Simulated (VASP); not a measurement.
# Li3SCl (Pm-3m) in VASP: further runs, part 2 of 2

VASP 6.6.1.

## (4) Relaxation of cell and atoms, LDA

This run uses another cell than the first one, of 16.35 Å³/atom.

File INCAR:

```
PREC     = Accurate       # precision mode
ENCUT    = 600            # plane-wave cutoff, eV
EDIFF    = 1E-6           # SCF threshold, eV
ISMEAR   = 1              # smearing method
SIGMA    = 0.01           # smearing width, eV
LREAL    = False          # projectors in reciprocal space
LASPH    = True           # aspherical terms in the spheres
NELM     = 80             # most SCF steps
ALGO     = Normal         # electronic algorithm
ISIF     = 3              # what is computed and relaxed
LWAVE    = False          # write WAVECAR
LCHARG   = False          # write CHGCAR
GGA      = CA             # functional
IBRION   = 2              # ionic algorithm
NSW      = 80             # ionic steps
EDIFFG   = -0.03          # ionic threshold
```

File KPOINTS:

```
regular mesh
0
Gamma
  4 4 4
```

File POSCAR:

```
Li3SCl
1.0
    4.3400000000      0.0000000000      0.0000000000
    0.0000000000      4.3400000000      0.0000000000
    0.0000000000      0.0000000000      4.3400000000
Cl S Li
1 1 3
Direct
    0.0000000000      0.0000000000      0.0000000000
    0.5000000000      0.5000000000      0.5000000000
    0.5000000000      0.5000000000      0.0000000000
    0.0000000000      0.5000000000      0.5000000000
    0.5000000000      0.0000000000      0.5000000000
```

Potentials or basis: VASP PAW LDA potentials, release 64 (Cl, S, Li_sv).

Run with:

```sh
cat potpaw_LDA.64/Cl/POTCAR potpaw_LDA.64/S/POTCAR potpaw_LDA.64/Li_sv/POTCAR > POTCAR
mpirun -np 1 vasp_std > vasp.out
```

OUTCAR:

```text
PREC = Accurate
   ENCUT = 600
   EDIFF = 1E-6
   ISMEAR = 1
   LREAL = False
   LASPH = True
   NELM = 80
   ISIF = 3
   GGA = CA
   IBRION = 2
   NSW = 80
   EDIFFG = -0.03

 ion  position               nearest neighbor table
   1  0.000  0.000  0.000-
   2  0.500  0.500  0.500-   3 2.17   4 2.17   5 2.17   3 2.17   5 2.17   4 2.17
   3  0.500  0.500  0.000-   2 2.17   2 2.17
   4  0.000  0.500  0.500-   2 2.17   2 2.17
   5  0.500  0.000  0.500-   2 2.17   2 2.17

  LATTYP: Found a simple cubic cell.
 ALAT       =     4.3400000000

  Lattice vectors:

 A1 = (   4.3400000000,   0.0000000000,   0.0000000000)
 A2 = (   0.0000000000,   4.3400000000,   0.0000000000)
 A3 = (   0.0000000000,   0.0000000000,   4.3400000000)

Analysis of symmetry for initial positions (statically):
=====================================================================
 Subroutine PRICEL returns:
[... 185 lines left out ...]
     11       0.5050      2.00000
     12       5.3589      0.00000
     13       7.2768      0.00000
     14       7.2768      0.00000
[... 238 lines left out ...]
--------------------------------------- Ionic step        3  -------------------------------------------

 number of electron      22.0000025 magnetization

 Free energy of the ion-electron system (eV)
  ---------------------------------------------------
  ext. energy  EPLUGINS =         0.00000000
  ---------------------------------------------------
  free energy    TOTEN  =       -19.99474059 eV

  energy without entropy =      -19.99474059  energy(sigma->0) =      -19.99474059

 E-fermi :   0.4163     XC(G=0):  -8.4346

 val. band max:        0.3528444634   @ k =   0.5000   0.5000   0.0000
 cond. band min:       4.1535578860   @ k =   0.5000   0.5000   0.0000
 fundamental gap:      3.8007134227
 Fermi energy:         0.4162817975

 k-point     1 :       0.0000    0.0000    0.0000
  band No.  band energies     occupation
      1     -42.7328      2.00000
      2     -42.7157      2.00000
      3     -42.7157      2.00000
      4     -12.6718      2.00000
      5      -9.7848      2.00000
      6      -1.6866      2.00000
      7      -1.6866      2.00000
      8      -1.6866      2.00000
      9      -0.0619      2.00000
     10      -0.0619      2.00000
     11      -0.0619      2.00000
     12       4.3886      0.00000
     13       6.6145      0.00000
     14       6.6145      0.00000
[... 193 lines left out ...]
  FREE ENERGIE OF THE ION-ELECTRON SYSTEM (eV)
  ---------------------------------------------------
  free  energy   TOTEN  =       -19.9947405861 eV

  energy  without entropy=      -19.9947405861  energy(sigma->0) =      -19.99474059

 reached required accuracy - stopping structural energy minimisation
```

Run time: 24 s. Hardware: 1 thread of Intel Xeon Platinum 8259CL at 2.50GHz (Skylake/Cascade Lake), shared host; peak memory 0.17 GiB.

Results:

```
Free energy                           : -19.9947 eV
Relaxed volume                        : 17.96 Å³/atom
Relaxed cell                          : a = 4.478 Å, b = 4.478 Å, c = 4.478 Å, α = 90.00°, β = 90.00°, γ = 90.00°
Space group after relaxing (to 0.1 Å) : Pm-3m (No. 221)
Energy gained by relaxing             : 16.1 meV/atom
Ionic steps                           : 3
Pressure after relaxing               : -0.1 GPa
Band gap on the k mesh                : 3.80 eV
```

Step by step:
```tsv
step	energy change (eV)	largest force (eV/Å)	pressure (GPa)	volume (Å³)
1	0.0000	0.0000	3.58	81.75
2	-0.0666	0.0000	1.35	86.15
3	-0.0803	0.0000	-0.11	89.80
```

Final structure:
```
CELL_PARAMETERS angstrom
4.47813 0.00000 0.00000
0.00000 4.47813 0.00000
0.00000 0.00000 4.47813
ATOMIC_POSITIONS crystal
Cl 0.00000 0.00000 0.00000
S 0.50000 0.50000 0.50000
Li 0.50000 0.50000 0.00000
Li 0.00000 0.50000 0.50000
Li 0.50000 0.00000 0.50000
```

Caveat: the cutoff is under 1.25 times the usual one of these potentials, so pressure, stress and relaxed cells hold a basis-set (Pulay) error. A k mesh can miss the band edges.

## (5) The runs side by side

```csv
task,cell,cutoff (eV),gap on the mesh (eV)
single point,"a = 4.473 Å, 5 atoms",520,3.80
single point,"a = 4.503 Å, 5 atoms",520,3.82
relaxation of cell and atoms,"relaxed from a = 4.340 Å, 5 atoms",600,3.80
```

Alike in all rows: level LDA; potentials or basis VASP PAW LDA potentials, release 64 (Cl, S, Li_sv); no spin polarisation; k mesh 4 × 4 × 4; smearing methfessel-paxton 0.01 eV.

Caveats: the cutoff is under 1.25 times the usual one of these potentials, so pressure, stress and relaxed cells hold a basis-set (Pulay) error.

Total energies depend on the potentials used, so only differences within one code and one set of settings carry meaning.
